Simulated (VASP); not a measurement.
# H4C19 in VASP: notebook

Runs on H4C19. Level: PBE+D3(BJ). Tasks: single point.

Program: VASP 6.6.1. These are calculated values, not measurements. Logs are shortened: lines on timing, memory, paths and dates and some standing lists are left out, and cuts for length are marked.

**1. The cell of the first run**

The cell holds a slab with vacuum, 23 atoms: a = 7.398 Å, b = 7.398 Å, c = 13.000 Å, α = 90.00°, β = 90.00°, γ = 120.00°.

**2. Single point, PBE+D3(BJ)**

Input file INCAR:

```
SYSTEM = H4C19
ALGO = Normal ; EDIFF = 1E-7
ENCUT = 520 ; GGA = PE
ISIF = 2 ; ISMEAR = 0
IVDW = 12 ; LASPH = .TRUE.
LCHARG = .FALSE. ; LREAL = Auto
LWAVE = .FALSE. ; NBANDS = 57
NELM = 60 ; PREC = Accurate
SIGMA = 0.02
```

Input file KPOINTS:

```
k-points
0
G
  2 2 1
  0 0 0
```

Input file POSCAR:

```
H4C19
1.0
    7.3980000000      0.0000000000      0.0000000000
   -3.6990000000      6.4068560000      0.0000000000
    0.0000000000      0.0000000000     13.0000000000
C H
19 4
Direct
   -0.0022529422      0.0018982790      0.0561592308
    0.2226400994      0.1143596797      0.0563370000
   -0.0003379725      0.3373337874      0.0563813846
    0.2207603763      0.4478900415      0.0562653077
   -0.0001648679      0.6687884042      0.0561847692
    0.2205601739      0.7791222403      0.0562480000
    0.3330007473      0.0040014946      0.0562921538
    0.5540935174      0.1145430770      0.0562506154
    0.3332023802      0.3354612621      0.0562334615
    0.5539145682      0.4458453569      0.0559568462
    0.3311378782      0.6686001683      0.0560511538
    0.5559984691      0.7810220801      0.0556228462
    0.6665120507      0.0020787107      0.0559796154
    0.8872078866      0.1124446999      0.0562197692
    0.6644292236      0.3352628809      0.0562178462
    0.8893066752      0.4477004009      0.0562883077
    0.6663364172      0.6706882440      0.0554911538
    0.8873805971      0.7811986097      0.0558170769
    0.6719557355      0.7626167968      0.3198139231
    0.8154526929      0.8901149019      0.2867627692
    0.5385395622      0.7771740148      0.2946053077
    0.6516489188      0.6129880241      0.2933913846
    0.6820004090      0.7700627266      0.4038920769
```

Potentials or basis: VASP PAW PBE potentials, release 64 (C, H).

On the command line:

```sh
cat potpaw_PBE.64/C/POTCAR potpaw_PBE.64/H/POTCAR > POTCAR
mpirun -np 1 vasp_std > vasp.out
```

OUTCAR:

```text
SYSTEM = H4C19
   EDIFF = 1E-7
   ENCUT = 520
   GGA = PE
   ISIF = 2
   ISMEAR = 0
   IVDW = 12
   LASPH = .TRUE.
   LREAL = Auto
   NELM = 60
   PREC = Accurate
 IVDW          = 12

 ion  position               nearest neighbor table
   1  0.998  0.002  0.056-  18 1.41  14 1.42   2 1.44
   2  0.223  0.114  0.056-   7 1.41   9 1.42   1 1.44
   3  1.000  0.337  0.056-  16 1.41   4 1.42  14 1.44
   4  0.221  0.448  0.056-  11 1.41   3 1.42   9 1.44
   5  1.000  0.669  0.056-   6 1.41  16 1.42  18 1.44
   6  0.221  0.779  0.056-   5 1.41  11 1.42   7 1.44
[... 10 lines left out ...]
  17  0.666  0.671  0.055-  12 1.41  18 1.42  10 1.44
  18  0.887  0.781  0.056-   1 1.41  17 1.42   5 1.44
  19  0.672  0.763  0.320-  23 1.10  21 1.10  22 1.10  20 1.10
  20  0.815  0.890  0.287-  19 1.10
  21  0.539  0.777  0.295-  19 1.10
  22  0.652  0.613  0.293-  19 1.10
  23  0.682  0.770  0.404-  19 1.10

  LATTYP: Found a hexagonal cell.
 ALAT       =     7.3980000000
 C/A-ratio  =     1.7572316842

  Lattice vectors:

 A1 = (   7.3980000000,   0.0000000000,   0.0000000000)
 A2 = (  -3.6990000000,   6.4068560000,   0.0000000000)
 A3 = (   0.0000000000,   0.0000000000,  13.0000000000)

Analysis of symmetry for initial positions (statically):
=====================================================================
 Subroutine PRICEL returns:
 Original cell was already a primitive cell.

 Routine SETGRP: Setting up the symmetry group for a
 hexagonal supercell.

 Subroutine GETGRP returns: Found  1 space group operations
 (whereof  1 operations were pure point group operations)
 out of a pool of 24 trial point group operations.

The static configuration has the point symmetry C_1 .

Analysis of symmetry for dynamics (positions and initial velocities):
=====================================================================
 Subroutine PRICEL returns:
 Original cell was already a primitive cell.

 Routine SETGRP: Setting up the symmetry group for a
 hexagonal supercell.

 Subroutine GETGRP returns: Found  1 space group operations
 (whereof  1 operations were pure point group operations)
 out of a pool of 24 trial point group operations.

The dynamic configuration has the point symmetry C_1 .

 Subroutine INISYM returns: Found  1 space group operations
 (whereof  1 operations are pure point group operations),
 and found     1 'primitive' translations
[... 118 lines left out ...]
   EDIFFG = 0.1E-05   stopping-criterion for IOM
   NSW    =      0    number of steps for IOM
   IBRION =     -1    ionic relax: 0-MD 1-quasi-New 2-CG
   NFREE  =      0    steps in history (QN), initial steepest desc. (CG)
   ISIF   =      2    stress and relaxation
   ISYM   =      2    0-nonsym 1-usesym 2-fastsym
   POTIM  = 0.5000    time-step for ionic-motion
   TEBEG  =    0.0;   TEEND  =   0.0 temperature during run
   PSTRESS=    0.0 pullay stress
   NELECT =      80.0000    total number of electrons
   NUPDOWN=      -1.0000    fix difference up-down
   EMIN   =  10.00;   EMAX   =-10.00  energy-range for DOS
   EFERMI =   0.00;   METHOD = LEGACY
   ISMEAR =     0;   SIGMA  =   0.02  broadening in eV -4-tet -1-fermi 0-gaus
   EFERMI_NEDOS =   21; number of points for ismear=-14 and -15
   IALGO  =     38    algorithm
   IMIX   =      4    mixing-type and parameters
     AMIX     =   0.40;   BMIX     =  1.00
     AMIX_MAG =   1.60;   BMIX_MAG =  1.00
  volume/ion in A,a.u.               =      26.79       180.79
  Fermi-wavevector in a.u.,A,eV,Ry     =   0.828967  1.566521  9.349739  0.687186
  Thomas-Fermi vector in A             =   1.941434
   LORBIT       =      0    0 simple, 1 ext, 2 COOP (PROOUT), +10 PAW based schemes
   GGA     = PE    functional components
   LHFCALC =     F    Hartree Fock is set to
   AEXX    =    0.0000 exact exchange contribution
   IVDW    =    12    specifies the selected vdW correction
   LEPSILON=     F    determine dielectric tensor
   LRPA    =     F    only Hartree local field effects (RPA)
 non-spin polarized calculation
 Gauss-broadening in eV      SIGMA  =   0.02
  energy-cutoff  :      520.00
  volume of cell :      616.17
 maximum number of plane-waves:     16651
 NGX is ok and might be reduce to    56
   NGX = 27   NGY = 27   NGZ = 49

 number of electron      79.9999999 magnetization

 Free energy of the ion-electron system (eV)
  ---------------------------------------------------
  ext. energy  EPLUGINS =         0.00000000
  ---------------------------------------------------
  free energy    TOTEN  =      -189.64546097 eV

  energy without entropy =     -189.64546097  energy(sigma->0) =     -189.64546097

 E-fermi :  -1.7252     XC(G=0):  -3.9591

 val. band max:       -1.8359697162   @ k =   0.0000   0.0000   0.0000
 cond. band min:      -1.6243550825   @ k =   0.0000   0.0000   0.0000
 fundamental gap:      0.2116146337
 Fermi energy:        -1.7252343895

 k-point     1 :       0.0000    0.0000    0.0000
  band No.  band energies     occupation
      1     -21.2525      2.00000
      2     -18.7511      2.00000
      3     -18.7502      2.00000
      4     -18.6319      2.00000
      5     -18.6314      2.00000
      6     -18.6207      2.00000
[... 209 lines left out ...]
     51       3.6988      0.00000
     52       4.0274      0.00000
 [bands above 52 left out]

------------------------ aborting loop because EDIFF is reached ----------------------------------------

 Edisp (eV)   -1.78289

 E8    (eV) :    -0.5398

  FORCE on cell =-STRESS in cart. coord.  units (eV):
  Direction    XX          YY          ZZ          XY          YZ          ZX
  --------------------------------------------------------------------------------------
  -------------------------------------------------------------------------------------
  Total       1.08659     1.07685    -0.14760     0.00607    -0.00519    -0.01459
  in kB       2.82537     2.80003    -0.38380     0.01579    -0.01348    -0.03794
  external pressure =        1.75 kB  Pullay stress =        0.00 kB

 VOLUME and BASIS-vectors are now :
 -----------------------------------------------------------------------------
  energy-cutoff  :      520.00
  volume of cell :      616.17
      direct lattice vectors                 reciprocal lattice vectors
     7.398000000  0.000000000  0.000000000     0.135171668  0.078041398  0.000000000
    -3.699000000  6.406856000  0.000000000     0.000000000  0.156082796  0.000000000
     0.000000000  0.000000000 13.000000000     0.000000000  0.000000000  0.076923077

 POSITION                                       TOTAL-FORCE (eV/Angst)
 -----------------------------------------------------------------------------------
      7.37431      0.01216      0.73007        -0.004954     -0.006751     -0.001966
      1.22408      0.73269      0.73238         0.006480      0.008007      0.001866
      6.14770      2.16125      0.73296         0.005132      0.011854      0.001397
     -0.02356      2.86957      0.73145        -0.013111      0.002477      0.000397
      4.92293      4.28483      0.73040         0.012562     -0.007619     -0.001870
     -1.25027      4.99172      0.73122         0.003981     -0.012195     -0.000513
[... 15 lines left out ...]
      2.55346      3.92733      3.81409         0.009366     -0.019104     -0.004617
      2.19698      4.93368      5.25060         0.002166      0.004264      0.021488
 -----------------------------------------------------------------------------------
    total drift:                               -0.006649     -0.017968     -0.007869

  FREE ENERGIE OF THE ION-ELECTRON SYSTEM (eV)
  ---------------------------------------------------
  free  energy   TOTEN  =      -191.4283548693 eV

  energy  without entropy=     -191.4283548693  energy(sigma->0) =     -191.42835487
```

Run time: 4.1 min. Hardware: 1 thread of AMD EPYC 7R43 (Zen 3), shared host; peak memory 0.58 GiB.

Results:

```yaml
Free_energy: -191.4284 eV
Largest_force: 0.022 eV/Å
Band_gap_on_the_k_mesh: 0.21 eV, direct
Dispersion_energy_per_atom: -0.078 eV
```

Forces in eV/Å, atoms in the order of the input:
```
C   -0.005 -0.007 -0.002
C    0.006  0.008  0.002
C    0.005  0.012  0.001
C   -0.013  0.002  0.000
C    0.013 -0.008 -0.002
C    0.004 -0.012 -0.001
C   -0.002  0.009 -0.001
C   -0.014  0.001  0.000
C    0.013  0.001  0.002
C   -0.008 -0.005  0.002
C   -0.016  0.003  0.003
C    0.004  0.004 -0.007
C    0.002 -0.013  0.001
C    0.004 -0.014 -0.001
C   -0.011 -0.004  0.001
C    0.016  0.005 -0.001
C    0.001  0.013 -0.001
C    0.000  0.005  0.002
C    0.001 -0.001 -0.001
H    0.011  0.015 -0.011
H   -0.022  0.001 -0.004
H    0.009 -0.019 -0.005
H    0.002  0.004  0.021
```

Caveat: the k points lie up to 0.49 Å⁻¹ apart.

[end of part 1 of 2]
